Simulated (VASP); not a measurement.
# C (I4_1/amd) in VASP: further runs, part 2 of 2

VASP 6.6.1.

### Step 4. Single point, r2SCAN

This run uses another cell than the first one, of the same volume but with other edges.

Input file POSCAR:

```
C
1.0
    0.0000000000      1.8045302412      1.7323490315
    1.8045302412      0.0000000000      1.7323490315
    1.8045302412      1.8045302412      0.0000000000
C
2
Direct
    0.5000000000      0.5000000000      0.5000000000
    0.7500000000      0.7500000000      0.7500000000
```

Input file INCAR.step1:

```
SYSTEM = C
  PREC = Accurate
  ENCUT = 910
  ISMEAR = 0
  SIGMA = 0.05
  LREAL = .FALSE.
  LASPH = .TRUE.
  NELM = 120
  NBANDS = 11
  GGA = PE
  ALGO = Normal
  EDIFF = 1E-5
  LWAVE = .TRUE.
  LCHARG = .FALSE.
  GGA_COMPAT = .FALSE.
```

Input file INCAR.step2:

```
SYSTEM = C
  PREC = Accurate
  ENCUT = 910
  EDIFF = 1E-6
  ISMEAR = 0
  SIGMA = 0.05
  LREAL = .FALSE.
  LASPH = .TRUE.
  NELM = 120
  ALGO = Normal
  ISIF = 2
  LWAVE = .FALSE.
  LCHARG = .FALSE.
  METAGGA = R2SCAN
  LMIXTAU = .TRUE.
  NBANDS = 11
  ISTART = 1
  GGA_COMPAT = .FALSE.
```

Input file KPOINTS:

```
regular mesh
0
G
  12 12 12
  0 0 0
```

Potentials or basis: VASP PAW PBE potentials, release 64 (C_h).

Command:

```sh
cat potpaw_PBE.64/C_h/POTCAR > POTCAR
cp INCAR.step1 INCAR
mpirun -np 1 vasp_std > vasp.out
cp INCAR.step2 INCAR
mpirun -np 1 vasp_std > vasp.out
```

OUTCAR:

```text
SYSTEM = C
   PREC = Accurate
   ENCUT = 910
   EDIFF = 1E-6
   ISMEAR = 0
   LREAL = .FALSE.
   LASPH = .TRUE.
   NELM = 120
   ISIF = 2
   METAGGA = R2SCAN
   ISTART = 1

 ion  position               nearest neighbor table
   1  0.500  0.500  0.500-
   2  0.750  0.750  0.750-

  LATTYP: Found a body centered tetragonal cell.
 ALAT       =     2.5519911408
 C/A-ratio  =     1.3576450198

  Lattice vectors:

 A1 = (   0.0000000000,  -1.8045302412,  -1.7323490315)
 A2 = (   0.0000000000,   1.8045302412,  -1.7323490315)
 A3 = (   1.8045302412,   0.0000000000,   1.7323490315)

Analysis of symmetry for initial positions (statically):
=====================================================================
 Subroutine PRICEL returns:
 Original cell was already a primitive cell.

 Routine SETGRP: Setting up the symmetry group for a
 body centered tetragonal supercell.

 Subroutine GETGRP returns: Found 16 space group operations
 (whereof  8 operations were pure point group operations)
 out of a pool of 16 trial point group operations.

The static configuration has the point symmetry D_2d.
 The point group associated with its full space group is D_4h.

Analysis of symmetry for dynamics (positions and initial velocities):
=====================================================================
 Subroutine PRICEL returns:
 Original cell was already a primitive cell.

 Routine SETGRP: Setting up the symmetry group for a
 body centered tetragonal supercell.

 Subroutine GETGRP returns: Found 16 space group operations
 (whereof  8 operations were pure point group operations)
 out of a pool of 16 trial point group operations.

The dynamic configuration has the point symmetry D_2d.
 The point group associated with its full space group is D_4h.

 Subroutine INISYM returns: Found 16 space group operations
 (whereof  8 operations are pure point group operations),
 and found     1 'primitive' translations

----------------------------------------------------------------------------------------

                                     Primitive cell

  volume of cell :      11.2822

  direct lattice vectors                    reciprocal lattice vectors
     0.000000000  1.804530241  1.732349032    -0.277080422  0.277080422  0.288625439
     1.804530241  0.000000000  1.732349032     0.277080422 -0.277080422  0.288625439
     1.804530241  1.804530241  0.000000000     0.277080422  0.277080422 -0.288625439

  length of vectors
     2.501472078  2.501472078  2.551991141     0.486674187  0.486674187  0.486674187

  position of ions in fractional coordinates (direct lattice)
     0.500000000  0.500000000  0.500000000
     0.750000000  0.750000000  0.750000000

  ion indices of the primitive-cell ions
   primitive index   ion index
                 1           1
                 2           2

----------------------------------------------------------------------------------------

 KPOINTS: regular mesh

Automatic generation of k-mesh.
 Grid dimensions read from file:
 generate k-points for:   12   12   12

 Generating k-lattice:

  Cartesian coordinates                     Fractional coordinates (reciprocal lattice)
    -0.023090035  0.023090035  0.024052120     0.083333333 -0.000000000  0.000000000
     0.023090035 -0.023090035  0.024052120    -0.000000000  0.083333333  0.000000000
     0.023090035  0.023090035 -0.024052120     0.000000000  0.000000000  0.083333333

  Length of vectors
     0.040556182  0.040556182  0.040556182

  Shift w.r.t. Gamma in fractional coordinates (k-lattice)
     0.000000000  0.000000000  0.000000000

 Subroutine IBZKPT returns following result:
 ===========================================

 Found    163 irreducible k-points:

 Following reciprocal coordinates:
            Coordinates               Weight
  0.000000  0.000000  0.000000      1.000000
  0.083333  0.000000  0.000000      8.000000
  0.166667  0.000000  0.000000      8.000000
  0.250000  0.000000  0.000000      8.000000
  0.333333  0.000000  0.000000      8.000000
  0.416667  0.000000  0.000000      8.000000
[... 16 lines left out ...]
  0.500000  0.166667  0.000000      8.000000
 -0.416667  0.166667  0.000000      8.000000
 [... further k-points ...]
   k-points           NKPTS =    163   k-points in BZ     NKDIM =    163   number of bands    NBANDS=     11
   number of dos      NEDOS =    301   number of ions     NIONS =      2
   total plane-waves  NPLWV =  21952
   dimension x,y,z NGX =    28 NGY =   28 NGZ =   28
   dimension x,y,z NGXF=    56 NGYF=   56 NGZF=   56
   ions per type =               2
   NGX,Y,Z   is equivalent  to a cutoff of  18.61, 18.61, 18.24 a.u.
   NGXF,Y,Z  is equivalent  to a cutoff of  37.22, 37.22, 36.48 a.u.
 SYSTEM =  C
   PREC   = accura    normal or accurate (medium, high low for compatibility)
   ISTART =      1    job   : 0-new  1-cont  2-samecut
   ICHARG =      0    charge: 1-file 2-atom 10-const
   ISPIN  =      1    spin polarized calculation?
   LNONCOLLINEAR =      F non collinear calculations
   LSORBIT =      F    spin-orbit coupling
   LASPH  =      T    aspherical Exc in radial PAW
   ENCUT  =  910.0 eV  66.88 Ry    8.18 a.u.   6.15  6.15  6.28*2*pi/ulx,y,z
   NELM   =    120;   NELMIN=  2; NELMDL=  0     # of ELM steps
   EDIFF  = 0.1E-05   stopping-criterion for ELM
   LREAL  =      F    real-space projection
   EDIFFG = 0.1E-04   stopping-criterion for IOM
   NSW    =      0    number of steps for IOM
   IBRION =     -1    ionic relax: 0-MD 1-quasi-New 2-CG
   NFREE  =      0    steps in history (QN), initial steepest desc. (CG)
   ISIF   =      2    stress and relaxation
   ISYM   =      2    0-nonsym 1-usesym 2-fastsym
   POTIM  = 0.5000    time-step for ionic-motion
   TEBEG  =    0.0;   TEEND  =   0.0 temperature during run
   PSTRESS=    0.0 pullay stress
   NELECT =       8.0000    total number of electrons
   NUPDOWN=      -1.0000    fix difference up-down
   EMIN   =  10.00;   EMAX   =-10.00  energy-range for DOS
   EFERMI =   0.00;   METHOD = LEGACY
   ISMEAR =     0;   SIGMA  =   0.05  broadening in eV -4-tet -1-fermi 0-gaus
   EFERMI_NEDOS =   21; number of points for ismear=-14 and -15
   IALGO  =     38    algorithm
   IMIX   =      4    mixing-type and parameters
     AMIX     =   0.40;   BMIX     =  1.00
     AMIX_MAG =   1.60;   BMIX_MAG =  1.00
  volume/ion in A,a.u.               =       5.64        38.07
  Fermi-wavevector in a.u.,A,eV,Ry     =   1.459846  2.758708 28.996044  2.131149
  Thomas-Fermi vector in A             =   2.576365
   LORBIT       =      0    0 simple, 1 ext, 2 COOP (PROOUT), +10 PAW based schemes
   METAGGA = R2SCAN    functional components
   LHFCALC =     F    Hartree Fock is set to
   AEXX    =    0.0000 exact exchange contribution
   IVDW    =     0    specifies the selected vdW correction
   LEPSILON=     F    determine dielectric tensor
   LRPA    =     F    only Hartree local field effects (RPA)
 non-spin polarized calculation
 Gauss-broadening in eV      SIGMA  =   0.05
  energy-cutoff  :      910.00
  volume of cell :       11.28
 maximum number of plane-waves:       717
 NGX is ok and might be reduce to    28

 number of electron       8.0000000 magnetization

 Free energy of the ion-electron system (eV)
  ---------------------------------------------------
  ext. energy  EPLUGINS =         0.00000000
  ---------------------------------------------------
  free energy    TOTEN  =       -19.68174893 eV

  energy without entropy =      -19.68174893  energy(sigma->0) =      -19.68174893

 E-fermi :  11.7107     XC(G=0): -14.3017

 val. band max:       11.4098771611   @ k =   0.0000   0.0000   0.0000
 cond. band min:      14.7234376783   @ k =   0.3333   0.3333   0.0000
 fundamental gap:      3.3135605172
 Fermi energy:        11.7106940235

 k-point     1 :       0.0000    0.0000    0.0000
  band No.  band energies     occupation
      1     -11.7472      2.00000
      2      10.7900      2.00000
      3      10.7900      2.00000
      4      11.4099      2.00000
      5      16.5434      0.00000
      6      17.0902      0.00000
      7      17.0902      0.00000
      8      24.9532      0.00000
      9      31.4918      0.00000
     10      37.3290      0.00000
     11      39.1894      0.00000
[... 309 lines left out ...]
 k-point    24 :      -0.4167    0.1667    0.0000
  band No.  band energies     occupation
      1      -5.3776      2.00000
      2      -2.1119      2.00000
      3       5.6146      2.00000
      4       6.7807      2.00000
      5      18.3494      0.00000
      6      21.7663      0.00000
      7      23.2186      0.00000
      8      27.2558      0.00000
      9      31.4693      0.00000
     10      36.3129      0.00000
     11      37.1389      0.00000

 [... further k-points ...]
[... 5 lines left out ...]
  --------------------------------------------------------------------------------------
  -------------------------------------------------------------------------------------
  Total       -0.9664329     -0.9664329      1.7676127      0.0000000      0.0000000      0.0000000
  in kB     -137.2424785   -137.2424785    251.0174912      0.0000000      0.0000000      0.0000000
  external PRESSURE =      -7.8224886 kB  Pullay stress =       0.0000000 kB

 VOLUME and BASIS-vectors are now :
 -----------------------------------------------------------------------------
  energy-cutoff  :      910.00
  volume of cell :       11.28
      direct lattice vectors                 reciprocal lattice vectors
     0.000000000  1.804530241  1.732349032    -0.277080422  0.277080422  0.288625439
     1.804530241  0.000000000  1.732349032     0.277080422 -0.277080422  0.288625439
     1.804530241  1.804530241  0.000000000     0.277080422  0.277080422 -0.288625439

 POSITION                                       TOTAL-FORCE (eV/Angst)
 -----------------------------------------------------------------------------------
      1.80453      1.80453      1.73235         0.000000      0.000000      0.000000
      2.70680      2.70680      2.59852        -0.000000     -0.000000     -0.000000
 -----------------------------------------------------------------------------------
    total drift:                                0.000000      0.000000     -0.000000

  FREE ENERGIE OF THE ION-ELECTRON SYSTEM (eV)
  ---------------------------------------------------
  free  energy   TOTEN  =       -19.6817489288 eV

  energy  without entropy=      -19.6817489288  energy(sigma->0) =      -19.68174893
```

Wall time 79 s (1 thread of Intel Xeon 6975P-C (Granite Rapids), shared host); peak memory 0.18 GiB.

Results:

```yaml
Free_energy: -19.6817 eV
Pressure: -0.8 GPa
Band_gap_on_the_k_mesh: 3.31 eV, indirect (least direct gap 5.13 eV)
```

Stress tensor (GPa, compression positive):
```
-13.72   0.00   0.00
  0.00 -13.72   0.00
  0.00   0.00  25.10
```

Levels at points of the mesh, in eV from the valence-band top:
```
           k point  band 1  band 2  band 3  band 4  band 5  band 6  band 7  band 8  band 9
(0.00, 0.00, 0.00)  -23.16   -0.62   -0.62    0.00    5.13    5.68    5.68   13.54   20.08
(0.50, 0.00, 0.00)  -17.18  -14.49   -3.76   -3.02    7.97    8.34    9.54   16.39   22.82
(0.50, 0.50, 0.00)  -13.57  -13.57   -7.50   -7.50    3.96    3.96   17.72   17.72   24.70
(0.50, 0.00, 0.50)  -14.23  -14.23   -6.86   -6.86    4.97    4.97   17.42   17.42   24.03
```

Caveat: the cutoff is under 1.25 times the usual one of these potentials, so pressure, stress and relaxed cells hold a basis-set (Pulay) error; the PAW data sets were made with another functional, which shifts forces and pressure a little.

### Step 5. Overview

```csv
cell,gap on the mesh (eV),pressure (GPa)
"a = 2.564, b = 2.564, c = 2.439 Å, angles 61.6, 61.6, 56.8°, 2 atoms",3.13,-0.4
"a = 2.540, b = 2.540, c = 2.477 Å, angles 60.8, 60.8, 58.4°, 2 atoms",3.74,-0.7
"a = 2.501, b = 2.501, c = 2.552 Å, angles 59.3, 59.3, 61.3°, 2 atoms",3.31,-0.8
```

Alike in all rows: task single point; level r2SCAN; potentials or basis VASP PAW PBE potentials, release 64 (C_h); no spin polarisation; k mesh 12 × 12 × 12; cutoff (eV) 910; smearing gaussian 0.05 eV.

Caveats: the cutoff is under 1.25 times the usual one of these potentials, so pressure, stress and relaxed cells hold a basis-set (Pulay) error; the PAW data sets were made with another functional, which shifts forces and pressure a little.

Total energies depend on the potentials used, so only differences within one code and one set of settings carry meaning.
